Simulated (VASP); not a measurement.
# MnO2 (P-3m1) in VASP: notebook

Runs on MnO2. Level: RPBE+D3(BJ). Tasks: single point, relaxation of cell and atoms.

All numbers are computed with VASP 6.6.1; they aren't measurements. Logs are shortened: lines on timing, memory, paths and dates and some standing lists are left out, and cuts for length are marked.

## Step 1: The cell of the first run

The structure is trigonal, space group P-3m1 (No. 164). Conventional cell: a = 2.849 Å, b = 2.849 Å, c = 4.625 Å, α = 90.00°, β = 90.00°, γ = 120.00°. Mn (site symmetry -3m) has 6 O at 1.91 Å within 2.5 Å. Within 2.5 Å of O (site symmetry 3m) lie 3 Mn at 1.91 Å.

## Step 2: Single point, RPBE+D3(BJ), collinear spin, ferromagnetic start

Input file INCAR:

```
PREC = Accurate
ENCUT = 520
EDIFF = 1E-7
ISMEAR = -1
SIGMA = 0.05
LREAL = False
LASPH = True
NELM = 150
ALGO = Normal
ISIF = 2
LWAVE = False
LCHARG = False
ISPIN = 2
MAGMOM = 4 0 0
LORBIT = 11
LMAXMIX = 4
GGA = RP
IVDW = 12
NBANDS = 24
```

Input file KPOINTS:

```
Automatic mesh
0
Gamma
  11 11 6
```

Input file POSCAR:

```
MnO2
1.0
    2.8493398998      0.0000000000      0.0000000000
   -1.4246699499      2.4676007373      0.0000000000
    0.0000000000      0.0000000000      4.6253330968
Mn O
1 2
Direct
    0.0000000000      0.0000000000      0.5000000000
    0.3333333333      0.6666666667      0.7102658100
    0.6666666667      0.3333333333      0.2897341900
```

Potentials or basis: VASP PAW PBE potentials, release 64 (Mn_pv, O).

Run with:

```bash
$ cat potpaw_PBE.64/Mn_pv/POTCAR potpaw_PBE.64/O/POTCAR > POTCAR
$ mpirun -np 1 vasp_std > vasp.out
```

OUTCAR:

```text
PREC = Accurate
   ENCUT = 520
   EDIFF = 1E-7
   ISMEAR = -1
   LREAL = False
   LASPH = True
   NELM = 150
   ISIF = 2
   ISPIN = 2
   LORBIT = 11
   GGA = RP
   IVDW = 12
 IVDW          = 12

 ion  position               nearest neighbor table
   1  0.000  0.000  0.500-   2 1.91   3 1.91   3 1.91   2 1.91   3 1.91   2 1.91
   2  0.333  0.667  0.710-   1 1.91   1 1.91   1 1.91
   3  0.667  0.333  0.290-   1 1.91   1 1.91   1 1.91

  LATTYP: Found a hexagonal cell.
 ALAT       =     2.8493398998
 C/A-ratio  =     1.6232998728

  Lattice vectors:

 A1 = (   2.8493398998,   0.0000000000,   0.0000000000)
 A2 = (  -1.4246699499,   2.4676007373,   0.0000000000)
 A3 = (   0.0000000000,   0.0000000000,   4.6253330968)

Analysis of symmetry for initial positions (statically):
=====================================================================
 Subroutine PRICEL returns:
 Original cell was already a primitive cell.

 Routine SETGRP: Setting up the symmetry group for a
 hexagonal supercell.

 Subroutine GETGRP returns: Found 12 space group operations
 (whereof 12 operations were pure point group operations)
 out of a pool of 24 trial point group operations.

The static configuration has the point symmetry D_3d.

Analysis of symmetry for dynamics (positions and initial velocities):
=====================================================================
 Subroutine PRICEL returns:
 Original cell was already a primitive cell.

 Routine SETGRP: Setting up the symmetry group for a
 hexagonal supercell.

 Subroutine GETGRP returns: Found 12 space group operations
 (whereof 12 operations were pure point group operations)
 out of a pool of 24 trial point group operations.

The dynamic configuration has the point symmetry D_3d.

Analysis of structural, dynamic, and magnetic symmetry:
=====================================================================
 Subroutine PRICEL returns:
 Original cell was already a primitive cell.

 Routine SETGRP: Setting up the symmetry group for a
 hexagonal supercell.

 Subroutine GETGRP returns: Found 12 space group operations
 (whereof 12 operations were pure point group operations)
 out of a pool of 24 trial point group operations.

The overall configuration has the point symmetry D_3d.

 Subroutine INISYM returns: Found 12 space group operations
 (whereof 12 operations are pure point group operations),
 and found     1 'primitive' translations

----------------------------------------------------------------------------------------

                                     Primitive cell

  volume of cell :      32.5209

  direct lattice vectors                    reciprocal lattice vectors
     2.849339900  0.000000000  0.000000000     0.350958480  0.202625973  0.000000000
    -1.424669950  2.467600737  0.000000000     0.000000000  0.405251946  0.000000000
     0.000000000  0.000000000  4.625333097     0.000000000  0.000000000  0.216200645

  length of vectors
     2.849339900  2.849339900  4.625333097     0.405251946  0.405251946  0.216200645

  position of ions in fractional coordinates (direct lattice)
     0.000000000  0.000000000  0.500000000
     0.333333333  0.666666667  0.710265810
     0.666666667  0.333333333  0.289734190

  ion indices of the primitive-cell ions
   primitive index   ion index
                 1           1
                 2           2
                 3           3

----------------------------------------------------------------------------------------

 KPOINTS: Automatic mesh

Automatic generation of k-mesh.
 Grid dimensions read from file:
 generate k-points for:   11   11    6

 Generating k-lattice:

  Cartesian coordinates                     Fractional coordinates (reciprocal lattice)
     0.031905316  0.018420543  0.000000000     0.090909091  0.000000000  0.000000000
     0.000000000  0.036841086  0.000000000     0.000000000  0.090909091  0.000000000
     0.000000000  0.000000000  0.036033441     0.000000000  0.000000000  0.166666667

  Length of vectors
     0.036841086  0.036841086  0.036033441

  Shift w.r.t. Gamma in fractional coordinates (k-lattice)
     0.000000000  0.000000000  0.000000000

 Subroutine IBZKPT returns following result:
 ===========================================

 Found     84 irreducible k-points:

 Following reciprocal coordinates:
            Coordinates               Weight
  0.000000  0.000000  0.000000      1.000000
  0.090909 -0.000000  0.000000      6.000000
  0.181818 -0.000000  0.000000      6.000000
  0.272727 -0.000000  0.000000      6.000000
  0.363636 -0.000000  0.000000      6.000000
  0.454545 -0.000000  0.000000      6.000000
[... 16 lines left out ...]
  0.000000  0.272727  0.166667      6.000000
  0.363636 -0.000000  0.166667      6.000000
 [... further k-points ...]
   k-points           NKPTS =     84   k-points in BZ     NKDIM =     84   number of bands    NBANDS=     24
   number of dos      NEDOS =    301   number of ions     NIONS =      3
   total plane-waves  NPLWV =  20736
   dimension x,y,z NGX =    24 NGY =   24 NGZ =   36
   dimension x,y,z NGXF=    48 NGYF=   48 NGZF=   72
   ions per type =               1   2
   NGX,Y,Z   is equivalent  to a cutoff of  14.00, 14.00, 12.94 a.u.
   NGXF,Y,Z  is equivalent  to a cutoff of  28.01, 28.01, 25.88 a.u.
 SYSTEM =  unknown system
   PREC   = accura    normal or accurate (medium, high low for compatibility)
   ISTART =      0    job   : 0-new  1-cont  2-samecut
   ICHARG =      2    charge: 1-file 2-atom 10-const
   ISPIN  =      2    spin polarized calculation?
   LNONCOLLINEAR =      F non collinear calculations
   LSORBIT =      F    spin-orbit coupling
   LASPH  =      T    aspherical Exc in radial PAW
   ENCUT  =  520.0 eV  38.22 Ry    6.18 a.u.   5.30  5.30  8.60*2*pi/ulx,y,z
   NELM   =    150;   NELMIN=  2; NELMDL= -5     # of ELM steps
   EDIFF  = 0.1E-06   stopping-criterion for ELM
   LREAL  =      F    real-space projection
   EDIFFG = 0.1E-05   stopping-criterion for IOM
   NSW    =      0    number of steps for IOM
   IBRION =     -1    ionic relax: 0-MD 1-quasi-New 2-CG
   NFREE  =      0    steps in history (QN), initial steepest desc. (CG)
   ISIF   =      2    stress and relaxation
   ISYM   =      2    0-nonsym 1-usesym 2-fastsym
   POTIM  = 0.5000    time-step for ionic-motion
   TEBEG  =    0.0;   TEEND  =   0.0 temperature during run
   PSTRESS=    0.0 pullay stress
   NELECT =      25.0000    total number of electrons
   NUPDOWN=      -1.0000    fix difference up-down
   EMIN   =  10.00;   EMAX   =-10.00  energy-range for DOS
   EFERMI =   0.00;   METHOD = LEGACY
   ISMEAR =    -1;   SIGMA  =   0.05  broadening in eV -4-tet -1-fermi 0-gaus
   EFERMI_NEDOS =   21; number of points for ismear=-14 and -15
   IALGO  =     38    algorithm
   IMIX   =      4    mixing-type and parameters
     AMIX     =   0.40;   BMIX     =  1.00
     AMIX_MAG =   1.60;   BMIX_MAG =  1.00
  volume/ion in A,a.u.               =      10.84        73.15
  Fermi-wavevector in a.u.,A,eV,Ry     =   1.499688  2.833998 30.600355  2.249063
  Thomas-Fermi vector in A             =   2.611285
   LORBIT       =     11    0 simple, 1 ext, 2 COOP (PROOUT), +10 PAW based schemes
   GGA     = RP    functional components
   LHFCALC =     F    Hartree Fock is set to
   AEXX    =    0.0000 exact exchange contribution
   IVDW    =    12    specifies the selected vdW correction
   LEPSILON=     F    determine dielectric tensor
   LRPA    =     F    only Hartree local field effects (RPA)
 spin polarized calculation
  energy-cutoff  :      520.00
  volume of cell :       32.52
 maximum number of plane-waves:       889
 NGX is ok and might be reduce to    24
   NGX = 11   NGY = 11   NGZ = 17

 number of electron      24.9999992 magnetization       3.0000181

 Free energy of the ion-electron system (eV)
  ---------------------------------------------------
  ext. energy  EPLUGINS =         0.00000000
  ---------------------------------------------------
  free energy    TOTEN  =       -22.63743133 eV

  energy without entropy =      -22.63742951  energy(sigma->0) =      -22.63743042

 E-fermi :   3.8149     XC(G=0): -10.5051

 val. band max:        3.3131056303   @ k =   0.0909   0.0909   0.5000
 cond. band min:       4.2869234125   @ k =   0.0000   0.0000   0.5000
 fundamental gap:      0.9738177822
 Fermi energy:         3.8149245497

 spin component 1

 k-point     1 :       0.0000    0.0000    0.0000
  band No.  band energies     occupation
      1     -47.0440      1.00000
      2     -47.0329      1.00000
      3     -47.0329      1.00000
      4     -16.2206      1.00000
      5     -14.0421      1.00000
      6      -2.9105      1.00000
[... 16 lines left out ...]
     23      27.1588      0.00000
     24      27.4513      0.00000
[... 598 lines left out ...]
      2     -47.0632      1.00000
      3     -47.0216      1.00000
      4     -14.9658      1.00000
      5     -14.3860      1.00000
      6      -2.9760      1.00000
[... 16 lines left out ...]
     23      24.2452      0.00000
     24      27.1699      0.00000

 [... further k-points ...]

 spin component 2

 k-point     1 :       0.0000    0.0000    0.0000
  band No.  band energies     occupation
      1     -43.9135      1.00000
      2     -43.9135      1.00000
      3     -43.7794      1.00000
      4     -16.0840      1.00000
      5     -13.9495      1.00000
      6      -2.0260      1.00000
[... 16 lines left out ...]
     23      28.0582      0.00000
     24      28.2196      0.00000
[... 598 lines left out ...]
      2     -43.9483      1.00000
      3     -43.7511      1.00000
      4     -14.8454      1.00000
      5     -14.2751      1.00000
      6      -2.1743      1.00000
[... 16 lines left out ...]
     23      25.0307      0.00000
     24      27.3125      0.00000

 [... further k-points ...]

------------------------ aborting loop because EDIFF is reached ----------------------------------------

 Edisp (eV)   -1.64404

 E8    (eV) :    -0.9294

  FORCE on cell =-STRESS in cart. coord.  units (eV):
  Direction    XX          YY          ZZ          XY          YZ          ZX
  --------------------------------------------------------------------------------------
  -------------------------------------------------------------------------------------
  Total       0.24020     0.24020     0.14343     0.00000     0.00000    -0.00000
  in kB      11.83386    11.83386     7.06622     0.00000     0.00000    -0.00000
  external pressure =       10.24 kB  Pullay stress =        0.00 kB

 VOLUME and BASIS-vectors are now :
 -----------------------------------------------------------------------------
  energy-cutoff  :      520.00
  volume of cell :       32.52
      direct lattice vectors                 reciprocal lattice vectors
     2.849339900  0.000000000  0.000000000     0.350958480  0.202625973  0.000000000
    -1.424669950  2.467600737  0.000000000     0.000000000  0.405251946  0.000000000
     0.000000000  0.000000000  4.625333097     0.000000000  0.000000000  0.216200645

 POSITION                                       TOTAL-FORCE (eV/Angst)
 -----------------------------------------------------------------------------------
      0.00000      0.00000      2.31267         0.000000      0.000000      0.000000
     -0.00000      1.64507      3.28522         0.000000      0.000000      0.094952
      1.42467      0.82253      1.34012        -0.000000     -0.000000     -0.094952
 -----------------------------------------------------------------------------------
    total drift:                               -0.000000      0.000000      0.000000

  FREE ENERGIE OF THE ION-ELECTRON SYSTEM (eV)
  ---------------------------------------------------
  free  energy   TOTEN  =       -24.2814739429 eV

  energy  without entropy=      -24.2814721169  energy(sigma->0) =      -24.28147303

 total charge

# of ion       s       p       d       tot
------------------------------------------
    1        0.351   6.457   4.909  11.717
    2        1.589   3.417   0.000   5.006
    3        1.589   3.417   0.000   5.006
--------------------------------------------------
tot          3.528  13.292   4.909  21.729

 magnetization (x)

# of ion       s       p       d       tot
------------------------------------------
    1        0.029   0.039   2.786   2.855
    2        0.004   0.032   0.000   0.035
    3        0.004   0.032   0.000   0.035
--------------------------------------------------
tot          0.036   0.103   2.786   2.926
```

It took 2.6 min on 1 thread of Oxide Virtual Turin-like, shared host; peak memory 0.2 GiB.

Results:

- Free energy: -24.2815 eV
- Pressure: 1.0 GPa
- Largest force: 0.095 eV/Å
- Band gap on the k mesh: 0.97 eV, indirect (least direct gap 1.06 eV)
- Net moment: 3.00 μB per cell
- Site moments: Mn +2.85; O +0.04 μB
- Valence electrons inside the program's atomic spheres: Mn 11.72; O 5.01
- Dispersion energy per atom: -0.548 eV

Forces on the atoms (eV/Å):
```
Mn   0.000  0.000  0.000
O    0.000  0.000  0.095
O    0.000  0.000 -0.095
```

Stress tensor (GPa, compression positive):
```
1.18 0.00 0.00
0.00 1.18 0.00
0.00 0.00 0.71
```

Caveat: the PAW data sets were made with another functional, which shifts forces and pressure a little; a cell with one magnetic atom can't hold antiferromagnetic order, which such compounds often take. A hybrid or GW would open this gap; RPBE tends to underestimate it.

## Step 3: Relaxation of cell and atoms, RPBE+D3(BJ), collinear spin, ferromagnetic start

Input file INCAR:

```
SYSTEM = MnO2
PREC = Accurate
ENCUT = 600
EDIFF = 1E-6
ISMEAR = -1
SIGMA = 0.05
LREAL = .False.
LASPH = .True.
NELM = 150
ALGO = Normal
ISIF = 3
LWAVE = .False.
LCHARG = .False.
ISPIN = 2
MAGMOM = 4 0 0
LORBIT = 11
LMAXMIX = 4
GGA = RP
IVDW = 12
IBRION = 2
NSW = 60
EDIFFG = -0.01
```

Input file KPOINTS:

```
Automatic mesh
0
Gamma
  11 11 6
  0 0 0
```

Input file POSCAR:

```
MnO2
1.0
    2.8565781804      0.0000000000      0.0000000000
   -1.4282890902      2.4738692722      0.0000000000
    0.0000000000      0.0000000000      4.6013740589
Mn O
1 2
Direct
    0.0000000000      0.0000000000      0.5000000000
    0.3333333333      0.6666666667      0.7062925700
    0.6666666667      0.3333333333      0.2937074300
```

Potentials or basis: VASP PAW PBE potentials, release 64 (Mn_pv, O).

Run with:

```bash
$ cat potpaw_PBE.64/Mn_pv/POTCAR potpaw_PBE.64/O/POTCAR > POTCAR
$ mpirun -np 1 vasp_std > vasp.out
```

It took 22 min on 1 thread of Oxide Virtual Turin-like, shared host; peak memory 0.23 GiB.

Results (log left out):

| Item | Value |
| --- | --- |
| Free energy | -24.2880 eV |
| Relaxed volume | 10.71 Å³/atom |
| Relaxed cell | a = 2.853 Å, b = 2.853 Å, c = 4.561 Å, α = 90.00°, β = 90.00°, γ = 120.00° |
| Space group after relaxing (to 0.05 Å) | P-3m1 (No. 164) |
| Energy gained by relaxing | 4.1 meV/atom |
| Ionic steps | 16 |
| Pressure after relaxing | 0.1 GPa |
| Band gap on the k mesh | 0.97 eV, indirect (least direct gap 1.06 eV) |
| Net moment | 3.00 μB per cell |
| Site moments | Mn +2.86; O +0.03 μB |
| Valence electrons inside the program's atomic spheres | Mn 11.71; O 5.00 |
| Dispersion energy per atom | -0.551 eV |

Forces on the atoms (eV/Å):
```
Mn   0.000  0.000  0.000
O    0.000  0.000  0.003
O    0.000  0.000 -0.003
```

The path:
```csv
step,energy change (eV),largest force (eV/Å),pressure (GPa),volume (Å³)
1,0.0000,0.4889,2.95,32.52
2,0.0042,0.3852,-5.25,33.47
3,-0.0093,0.0803,-0.92,32.94
4,-0.0114,0.0237,-0.34,32.76
5,-0.0115,0.0069,-0.12,32.71
6,-0.0115,0.0090,-0.20,32.71
7,-0.0116,0.0315,0.07,32.65
8,-0.0116,0.0379,0.25,32.64
9,-0.0116,0.0352,0.08,32.64
10,-0.0116,0.0288,0.18,32.63
11,-0.0118,0.0113,-0.13,32.59
12,-0.0119,0.0240,-0.44,32.51
13,-0.0119,0.0226,-0.32,32.50
14,-0.0120,0.0188,-0.38,32.44
15,-0.0121,0.0115,-0.20,32.34
16,-0.0122,0.0030,0.11,32.14
```

Final structure:
```cif
data_structure
_symmetry_space_group_name_H-M 'P 1'
_symmetry_Int_Tables_number 1
_cell_length_a 2.8526
_cell_length_b 2.8526
_cell_length_c 4.5609
_cell_angle_alpha 90.000
_cell_angle_beta 90.000
_cell_angle_gamma 120.000
_cell_volume 32.14
loop_
_atom_site_label
_atom_site_type_symbol
_atom_site_fract_x
_atom_site_fract_y
_atom_site_fract_z
_atom_site_occupancy
Mn1 Mn 0.00000 0.00000 0.50000 1
O1 O 0.33333 0.66667 0.71367 1
O2 O 0.66667 0.33333 0.28633 1
```

Levels at points of the mesh, in eV from the valence-band top:
Spin up:
```csv
k point,band 10,band 11,band 12,band 13,band 14,band 15,band 16,band 17,band 18
"(0.00, 0.00, 0.00)",-2.39,-1.27,-1.27,-0.98,-0.45,2.83,2.83,7.43,10.61
"(0.00, 0.00, 0.50)",-2.39,-2.37,-1.33,-1.33,-0.09,2.90,2.90,9.54,9.67
```
Spin down:
| k point | band 9 | band 10 | band 11 | band 12 | band 13 | band 14 |
| --- | --- | --- | --- | --- | --- | --- |
| (0.00, 0.00, 0.00) | -1.23 | -1.23 | -0.83 | 0.98 | 0.98 | 2.47 |
| (0.00, 0.00, 0.50) | -2.25 | -1.29 | -1.29 | 0.97 | 0.97 | 2.61 |

Caveat: the PAW data sets were made with another functional, which shifts forces and pressure a little; a cell with one magnetic atom can't hold antiferromagnetic order, which such compounds often take.
